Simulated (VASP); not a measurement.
# Ge in VASP: single point with PBEsol

Aim: the single point of Ge with PBEsol.

Everything below comes from runs of VASP 6.6.1. Logs are shortened: lines on timing, memory, paths and dates and some standing lists are left out, and cuts for length are marked.

**1. The cell of the first run**

The cell holds a atom, 1 atom: a = 14.000 Å, b = 14.400 Å, c = 14.800 Å, α = 90.00°, β = 90.00°, γ = 90.00°.

**2. Single point, PBEsol, collinear spin, ferromagnetic start**

Input file INCAR:

```
PREC = Accurate
ENCUT = 520
EDIFF = 1E-6
ISMEAR = -1
SIGMA = 0.01
LREAL = False
LASPH = True
NELM = 150
ALGO = Normal
ISIF = 2
LWAVE = False
LCHARG = False
ISPIN = 2
MAGMOM = 0.01
LORBIT = 11
GGA = PS
NBANDS = 17
ISYM = 0
```

Input file KPOINTS:

```
regular mesh
0
Gamma
  1 1 1
```

Input file POSCAR:

```
Ge
1.0
   14.0000000000      0.0000000000      0.0000000000
    0.0000000000     14.4000000000      0.0000000000
    0.0000000000      0.0000000000     14.8000000000
Ge
1
Direct
    0.5000000000      0.5000000000      0.5000000000
```

Potentials or basis: VASP PAW PBE potentials, release 64 (Ge_d).

Started as:

```
cat potpaw_PBE.64/Ge_d/POTCAR > POTCAR
mpirun -np 1 vasp_gam > vasp.out
```

OUTCAR:

```text
PREC = Accurate
   ENCUT = 520
   EDIFF = 1E-6
   ISMEAR = -1
   LREAL = False
   LASPH = True
   NELM = 150
   ISIF = 2
   ISPIN = 2
   LORBIT = 11
   GGA = PS
   ISYM = 0

 ion  position               nearest neighbor table
   1  0.500  0.500  0.500-

IMPORTANT INFORMATION: All symmetrisations will be switched off!
NOSYMM: (Re-)initialisation of all symmetry stuff for point group C_1.

----------------------------------------------------------------------------------------

                                     Primitive cell

  volume of cell :    2983.6800

  direct lattice vectors                    reciprocal lattice vectors
    14.000000000  0.000000000  0.000000000     0.071428571  0.000000000  0.000000000
     0.000000000 14.400000000  0.000000000     0.000000000  0.069444444  0.000000000
     0.000000000  0.000000000 14.800000000     0.000000000  0.000000000  0.067567568

  length of vectors
    14.000000000 14.400000000 14.800000000     0.071428571  0.069444444  0.067567568

  position of ions in fractional coordinates (direct lattice)
     0.500000000  0.500000000  0.500000000

  ion indices of the primitive-cell ions
   primitive index   ion index
                 1           1

----------------------------------------------------------------------------------------

 KPOINTS: regular mesh

Automatic generation of k-mesh.
 Grid dimensions read from file:
 generate k-points for:    1    1    1

 Generating k-lattice:

  Cartesian coordinates                     Fractional coordinates (reciprocal lattice)
     0.071428571  0.000000000  0.000000000     1.000000000  0.000000000  0.000000000
     0.000000000  0.069444444  0.000000000     0.000000000  1.000000000  0.000000000
     0.000000000  0.000000000  0.067567568     0.000000000  0.000000000  1.000000000

  Length of vectors
     0.071428571  0.069444444  0.067567568

  Shift w.r.t. Gamma in fractional coordinates (k-lattice)
     0.000000000  0.000000000  0.000000000

 Subroutine IBZKPT returns following result:
 ===========================================

 Found      1 irreducible k-points:

 Following reciprocal coordinates:
            Coordinates               Weight
  0.000000  0.000000  0.000000      1.000000
   k-points           NKPTS =      1   k-points in BZ     NKDIM =      1   number of bands    NBANDS=     17
   number of dos      NEDOS =    301   number of ions     NIONS =      1
   total plane-waves  NPLWV = ******
   dimension x,y,z NGX =   108 NGY =  108 NGZ =  112
   dimension x,y,z NGXF=   216 NGYF=  216 NGZF=  224
   ions per type =               1
   NGX,Y,Z   is equivalent  to a cutoff of  12.82, 12.47, 12.58 a.u.
   NGXF,Y,Z  is equivalent  to a cutoff of  25.65, 24.94, 25.16 a.u.
 SYSTEM =  unknown system
   PREC   = accura    normal or accurate (medium, high low for compatibility)
   ISTART =      0    job   : 0-new  1-cont  2-samecut
   ICHARG =      2    charge: 1-file 2-atom 10-const
   ISPIN  =      2    spin polarized calculation?
   LNONCOLLINEAR =      F non collinear calculations
   LSORBIT =      F    spin-orbit coupling
   LASPH  =      T    aspherical Exc in radial PAW
   ENCUT  =  520.0 eV  38.22 Ry    6.18 a.u.  26.03 26.77 27.52*2*pi/ulx,y,z
   NELM   =    150;   NELMIN=  2; NELMDL= -5     # of ELM steps
   EDIFF  = 0.1E-05   stopping-criterion for ELM
   LREAL  =      F    real-space projection
   EDIFFG = 0.1E-04   stopping-criterion for IOM
   NSW    =      0    number of steps for IOM
   IBRION =     -1    ionic relax: 0-MD 1-quasi-New 2-CG
   NFREE  =      0    steps in history (QN), initial steepest desc. (CG)
   ISIF   =      2    stress and relaxation
   ISYM   =      0    0-nonsym 1-usesym 2-fastsym
   POTIM  = 0.5000    time-step for ionic-motion
   TEBEG  =    0.0;   TEEND  =   0.0 temperature during run
   PSTRESS=    0.0 pullay stress
   NELECT =      14.0000    total number of electrons
   NUPDOWN=      -1.0000    fix difference up-down
   EMIN   =  10.00;   EMAX   =-10.00  energy-range for DOS
   EFERMI =   0.00;   METHOD = LEGACY
   ISMEAR =    -1;   SIGMA  =   0.01  broadening in eV -4-tet -1-fermi 0-gaus
   EFERMI_NEDOS =   21; number of points for ismear=-14 and -15
   IALGO  =     38    algorithm
   IMIX   =      4    mixing-type and parameters
     AMIX     =   0.40;   BMIX     =  1.00
     AMIX_MAG =   1.60;   BMIX_MAG =  1.00
  volume/ion in A,a.u.               =    2983.68     20134.87
  Fermi-wavevector in a.u.,A,eV,Ry     =   0.274073  0.517923  1.022018  0.075116
  Thomas-Fermi vector in A             =   1.116316
   LORBIT       =     11    0 simple, 1 ext, 2 COOP (PROOUT), +10 PAW based schemes
   GGA     = PS    functional components
   LHFCALC =     F    Hartree Fock is set to
   AEXX    =    0.0000 exact exchange contribution
   IVDW    =     0    specifies the selected vdW correction
   LEPSILON=     F    determine dielectric tensor
   LRPA    =     F    only Hartree local field effects (RPA)
 spin polarized calculation
  energy-cutoff  :      520.00
  volume of cell :     2983.68
 maximum number of plane-waves:     40220
 NGX is ok and might be reduce to   108
   NGX = 53   NGY = 53   NGZ = 55

 number of electron      14.0000008 magnetization      -0.0000009

 number of electron      14.0000008 magnetization       0.0000046

 Free energy of the ion-electron system (eV)
  ---------------------------------------------------
  ext. energy  EPLUGINS =         0.00000000
  ---------------------------------------------------
  free energy    TOTEN  =        -0.05445834 eV

  energy without entropy =       -0.01626749  energy(sigma->0) =       -0.03536291

 E-fermi :  -3.8244     XC(G=0):  -0.3971

 val. band max:      -11.6627983698   @ k =   0.0000   0.0000   0.0000
 cond. band min:      -3.8174475265   @ k =   0.0000   0.0000   0.0000
 fundamental gap:      7.8453508433
 Fermi energy:        -3.8243763490

 spin component 1

 k-point     1 :       0.0000    0.0000    0.0000
  band No.  band energies     occupation
      1     -29.1760      1.00000
      2     -29.1760      1.00000
      3     -29.1760      1.00000
      4     -29.1760      1.00000
      5     -29.1760      1.00000
      6     -11.6628      1.00000
      7      -3.8174      0.33339
      8      -3.8174      0.33337
      9      -3.8174      0.33324
     10      -0.3920      0.00000
     11       0.3910      0.00000
     12       0.4830      0.00000
     13       0.5165      0.00000
     14       0.5532      0.00000
     15       0.5537      0.00000
     16       0.5851      0.00000
     17       1.0218      0.00000
 Fermi energy:        -3.8243763490

 spin component 2

 k-point     1 :       0.0000    0.0000    0.0000
  band No.  band energies     occupation
      1     -29.1760      1.00000
      2     -29.1760      1.00000
      3     -29.1760      1.00000
      4     -29.1760      1.00000
      5     -29.1760      1.00000
      6     -11.6628      1.00000
      7      -3.8174      0.33339
      8      -3.8174      0.33335
      9      -3.8174      0.33326
     10      -0.3914      0.00000
     11       0.3896      0.00000
     12       0.4838      0.00000
     13       0.5171      0.00000
     14       0.5542      0.00000
     15       0.5550      0.00000
     16       0.5870      0.00000
     17       1.0223      0.00000

------------------------ aborting loop because EDIFF is reached ----------------------------------------

  FORCE on cell =-STRESS in cart. coord.  units (eV):
  Direction    XX          YY          ZZ          XY          YZ          ZX
  --------------------------------------------------------------------------------------
  -------------------------------------------------------------------------------------
  Total       -0.0052805     -0.0072992     -0.0086695      0.0001107      0.0000931      0.0000445
  in kB       -0.0028355     -0.0039195     -0.0046554      0.0000594      0.0000500      0.0000239
  external PRESSURE =      -0.0038035 kB  Pullay stress =       0.0000000 kB

 VOLUME and BASIS-vectors are now :
 -----------------------------------------------------------------------------
  energy-cutoff  :      520.00
  volume of cell :     2983.68
      direct lattice vectors                 reciprocal lattice vectors
    14.000000000  0.000000000  0.000000000     0.071428571  0.000000000  0.000000000
     0.000000000 14.400000000  0.000000000     0.000000000  0.069444444  0.000000000
     0.000000000  0.000000000 14.800000000     0.000000000  0.000000000  0.067567568

 POSITION                                       TOTAL-FORCE (eV/Angst)
 -----------------------------------------------------------------------------------
      7.00000      7.20000      7.40000        -0.000000     -0.000000      0.000000
 -----------------------------------------------------------------------------------
    total drift:                               -0.000000     -0.000000      0.000000

  FREE ENERGIE OF THE ION-ELECTRON SYSTEM (eV)
  ---------------------------------------------------
  free  energy   TOTEN  =        -0.0544583357 eV

  energy  without entropy=       -0.0162674861  energy(sigma->0) =       -0.03536291

 total charge

# of ion       s       p       d       tot
------------------------------------------
    1        1.309   0.746   9.956  12.011

 magnetization (x)

# of ion       s       p       d       tot
------------------------------------------
    1       -0.000   0.000  -0.000   0.000
```

Run time: 22 min. Hardware: 1 thread of Intel Xeon 8259CL, shared host; peak memory 2.8 GiB.

Results:

```
Free energy                                           : -0.0545 eV
Pressure                                              : 0.0 GPa
Band gap on the k mesh                                : zero (filled and empty bands touch)
Net moment                                            : 0.00 μB per cell
Valence electrons inside the program's atomic spheres : Ge 12.01
```

Caveat: the PAW data sets were made with another functional, which shifts forces and pressure a little.
